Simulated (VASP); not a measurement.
# Sc (P6_3/mmc) in VASP: further runs, part 2 of 2

VASP 6.6.1.

**4. Single point, LDA (volume scaled by 1.02)**

INCAR reads:

```
PREC = Accurate
ENCUT = 520
EDIFF = 1E-6
ISMEAR = -1
SIGMA = 0.05
LREAL = F
LASPH = T
NELM = 60
ALGO = Normal
ISIF = 2
LWAVE = F
LCHARG = F
GGA = CA
NBANDS = 18
```

KPOINTS reads:

```
regular mesh
0
Gamma
  9 9 5
```

POSCAR reads:

```
Sc
1.0
    3.3309145459      0.0000000000      0.0000000000
   -1.6654572730      2.8846566146      0.0000000000
    0.0000000000      0.0000000000      5.3082235343
Sc
2
Direct
    0.6666666667      0.3333333333      0.7500000000
    0.3333333333      0.6666666667      0.2500000000
```

Potentials or basis: VASP PAW LDA potentials, release 64 (Sc_sv).

Command:

```console
cat potpaw_LDA.64/Sc_sv/POTCAR > POTCAR
mpirun -np 1 vasp_std > vasp.out
```

OUTCAR:

```text
PREC = Accurate
   ENCUT = 520
   EDIFF = 1E-6
   ISMEAR = -1
   LREAL = F
   LASPH = T
   NELM = 60
   ISIF = 2
   GGA = CA

 ion  position               nearest neighbor table
   1  0.667  0.333  0.750-   2 3.28   2 3.28   2 3.28   2 3.28   2 3.28   2 3.28
   2  0.333  0.667  0.250-   1 3.28   1 3.28   1 3.28   1 3.28   1 3.28   1 3.28

  LATTYP: Found a hexagonal cell.
 ALAT       =     3.3309145459
 C/A-ratio  =     1.5936234512

  Lattice vectors:

 A1 = (   3.3309145459,   0.0000000000,   0.0000000000)
[... 191 lines left out ...]
      4     -24.4656      2.00000
      5     -24.4656      2.00000
      6     -24.4105      2.00000
[... 481 lines left out ...]
      5     -24.6564      2.00000
      6     -24.5661      2.00000
[... 10 lines left out ...]
     17       6.6789      0.00000
     18       6.6789      0.00000

 [... further k-points ...]
[... 5 lines left out ...]
  --------------------------------------------------------------------------------------
  -------------------------------------------------------------------------------------
  Total       -1.7646812     -1.7646812     -2.2771595      0.0000000      0.0000000     -0.0000000
  in kB      -55.4332094    -55.4332094    -71.5314817      0.0000000      0.0000000     -0.0000000
  external PRESSURE =     -60.7993002 kB  Pullay stress =       0.0000000 kB

 VOLUME and BASIS-vectors are now :
 -----------------------------------------------------------------------------
  energy-cutoff  :      520.00
  volume of cell :       51.00
      direct lattice vectors                 reciprocal lattice vectors
     3.330914546  0.000000000  0.000000000     0.300217849  0.173330856  0.000000000
    -1.665457273  2.884656615  0.000000000     0.000000000  0.346661712  0.000000000
     0.000000000  0.000000000  5.308223534     0.000000000  0.000000000  0.188386942

 POSITION                                       TOTAL-FORCE (eV/Angst)
 -----------------------------------------------------------------------------------
      1.66546      0.96155      3.98117         0.000000      0.000000      0.000000
     -0.00000      1.92310      1.32706        -0.000000     -0.000000      0.000000
 -----------------------------------------------------------------------------------
    total drift:                               -0.000000      0.000000     -0.000000

  FREE ENERGIE OF THE ION-ELECTRON SYSTEM (eV)
  ---------------------------------------------------
  free  energy   TOTEN  =       -13.3382918427 eV

  energy  without entropy=      -13.3010965198  energy(sigma->0) =      -13.31969418
```

OSZICAR:

```text
N       E                     dE             d eps       ncg     rms          rms(c)
DAV:   1     0.358705677461E+03    0.35871E+03   -0.10658E+04  1304   0.130E+03
DAV:   2     0.524974893184E+01   -0.35346E+03   -0.34550E+03  1656   0.549E+02
DAV:   3    -0.144485652518E+02   -0.19698E+02   -0.18799E+02  2154   0.164E+02
DAV:   4    -0.148502219231E+02   -0.40166E+00   -0.39783E+00  2004   0.207E+01
DAV:   5    -0.148548466409E+02   -0.46247E-02   -0.46215E-02  2256   0.261E+00    0.738E+00
DAV:   6    -0.135201837284E+02    0.13347E+01   -0.31021E+00  1752   0.197E+01    0.211E+00
DAV:   7    -0.133539859819E+02    0.16620E+00   -0.69918E-01  1828   0.827E+00    0.838E-01
DAV:   8    -0.133400869188E+02    0.13899E-01   -0.41076E-02  1538   0.278E+00    0.271E-01
DAV:   9    -0.133382661902E+02    0.18207E-02   -0.10913E-02  1876   0.108E+00    0.265E-02
DAV:  10    -0.133382908874E+02   -0.24697E-04   -0.16436E-04  2060   0.178E-01    0.564E-03
DAV:  11    -0.133382918427E+02   -0.95531E-06   -0.45517E-06  1610   0.221E-02
   1 F= -.13338292E+02 E0= -.13319694E+02  d E =-.371953E-01
```

stdout:

```text
POSCAR found type information on POSCAR Sc
 POSCAR found :  1 types and       2 ions
 scaLAPACK will be used
 LDA part: xc-table for (Slater(with rela. corr.)+CA(PZ))
 , standard interpolation
 POSCAR, INCAR and KPOINTS ok, starting setup
 FFT: planning ... GRIDC
 FFT: planning ... GRID_SOFT
 FFT: planning ... GRID
 WAVECAR not read
 entering main loop
```

Wall time 20 s (1 thread of Intel Xeon 6975P-C (Granite Rapids), shared host); peak memory 0.16 GiB.

Results:

```yaml
Free_energy: -13.3383 eV
Pressure: -6.1 GPa
Band_gap_on_the_k_mesh: zero (band 11 reaches 3.91 eV, above the bottom of band 12 at 2.82 eV)
```

Levels at points of the mesh, in eV from the Fermi level:
```tsv
k point	band 9	band 10	band 11	band 12	band 13	band 14
(0.00, 0.00, 0.00)	-5.02	-1.65	0.48	1.51	1.51	1.62
```

**5. Single point, LDA (volume scaled by 1.04)**

INCAR reads:

```
SYSTEM = Sc
ALGO = Normal
EDIFF = 1E-6
ENCUT = 520
ISIF = 2
ISMEAR = -1
LASPH = .True.
LCHARG = .True.
LELF = .True.
LREAL = .False.
LVHAR = .True.
LWAVE = .False.
NBANDS = 18
NELM = 60
PREC = Accurate
SIGMA = 0.05
```

KPOINTS reads:

```
k-points
0
Gamma
  9 9 5
  0 0 0
```

POSCAR reads:

```
Sc
1.0
    3.3525444672      0.0000000000      0.0000000000
   -1.6762722336      2.9033886759      0.0000000000
    0.0000000000      0.0000000000      5.3426934842
Sc
2
Direct
    0.6666666667      0.3333333333      0.7500000000
    0.3333333333      0.6666666667      0.2500000000
```

Command:

```console
cat potpaw_LDA.64/Sc_sv/POTCAR > POTCAR
mpirun -np 1 vasp_std > vasp.out
```

Wall time 20 s (1 thread of Intel Xeon 6975P-C (Granite Rapids), shared host); peak memory 0.16 GiB.

Results (log left out):

| Item | Value |
| --- | --- |
| Free energy | -13.2984 eV |
| Pressure | -6.8 GPa |
| Band gap on the k mesh | zero (band 11 reaches 3.79 eV, above the bottom of band 12 at 2.74 eV) |

Stress tensor (GPa, compression positive):
```
-6.32  0.00  0.00
 0.00 -6.32  0.00
 0.00  0.00 -7.84
```

Levels at points of the mesh, in eV from the Fermi level:
| k point | band 7 | band 8 | band 9 | band 10 | band 11 | band 12 | band 13 | band 14 | band 15 | band 16 |
| --- | --- | --- | --- | --- | --- | --- | --- | --- | --- | --- |
| (0.00, 0.00, 0.00) | -27.74 | -27.72 | -4.98 | -1.63 | 0.44 | 1.48 | 1.48 | 1.59 | 1.86 | 1.86 |

**6. Summary**

```tsv
cell	gap on the mesh (eV)	pressure (GPa)
a = 3.287, b = 3.287, c = 5.238 Å, angles 90.0, 90.0, 120.0°, 2 atoms	none	-4.3
a = 3.309, b = 3.309, c = 5.273 Å, angles 90.0, 90.0, 120.0°, 2 atoms	none	-5.2
a = 3.331, b = 3.331, c = 5.308 Å, angles 90.0, 90.0, 120.0°, 2 atoms	none	-6.1
a = 3.353, b = 3.353, c = 5.343 Å, angles 90.0, 90.0, 120.0°, 2 atoms	none	-6.8
```

Alike in all rows: task single point; level LDA; potentials or basis VASP PAW LDA potentials, release 64 (Sc_sv); no spin polarisation; k mesh 9 × 9 × 5; cutoff (eV) 520; smearing fermi-dirac 0.05 eV.

Total energies depend on the potentials used, so only differences within one code and one set of settings carry meaning.
